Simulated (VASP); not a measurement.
# MnS: vibrations by perturbation theory with LDA

Crystal: MnS.

```
CELL_PARAMETERS angstrom
0.00000 2.60450 2.60450
2.60450 0.00000 2.60450
2.60450 2.60450 0.00000
ATOMIC_POSITIONS crystal
Mn 0.00000 0.00000 0.00000
S 0.50000 0.50000 0.50000
```

```yaml
Program: VASP 6.6.1
Task: vibrations by perturbation theory
Functional: LDA
Potentials_or_basis: VASP PAW LDA potentials, release 64 (Mn_pv, S)
Cutoff: 520 eV
k_mesh: 7 × 7 × 7
Occupations: fermi-dirac, width 0.05 eV
Spin: collinear spin, ferromagnetic start
Starting_moments: "[4.0, 0.0] μB"
Dipole_correction: no
Further_INCAR_settings: ALGO = Normal; EDIFF = 1e-08; IBRION = 8; NSW = 1
```

The net moment is 4.54 μB per cell, the site moments are Mn +4.09; S +0.10 μB and the valence electrons inside the program's atomic spheres are Mn 11.35; S 3.69. The highest phonon frequency at Γ, LO-TO splitting left out is 166 cm⁻¹.

Phonon frequencies in cm⁻¹ (negative: imaginary):
| q point | frequencies |
| --- | --- |
| (0.000, 0.000, 0.000) | -1 -1 -1 166 166 166 |

Run time: 97 s on 1 thread of Intel(R) Xeon(R) Platinum 8488C (Sapphire Rapids), with other jobs on the host, peak memory 0.23 GiB.

Caveat: the cell stands under pressure or tension, which shifts response properties; a cell with one magnetic atom can't hold antiferromagnetic order, which such compounds often take.
